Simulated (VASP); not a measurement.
A run of VASP 6.6.1 is set up as follows.

Contents of INCAR:

```
ALGO = Normal ; EDIFF = 1E-6
ENCUT = 520 ; GGA = PE
ISIF = 2 ; ISMEAR = 0
LASPH = True ; LCHARG = True
LELF = True ; LREAL = False
LVHAR = True ; LWAVE = False
NBANDS = 12 ; NELM = 100
PREC = Accurate ; SIGMA = 0.1
```

The input KPOINTS:

```
k-points
0
Gamma
  22 22 22
```

File POSCAR:

```
Y
1.0
   -1.7897175915      1.7897175915      2.5311320700
    1.7897175915     -1.7897175915      2.5311320700
    1.7897175915      1.7897175915     -2.5311320700
Y
1
Direct
    0.0000000000      0.0000000000      0.0000000000
```

Potentials or basis: VASP PAW PBE potentials, release 64 (Y_sv).

Run with:

```sh
$ cat potpaw_PBE.64/Y_sv/POTCAR > POTCAR
$ mpirun -np 1 vasp_std > vasp.out
```

Question: Estimate the pressure.

Answer: -0.1 GPa.
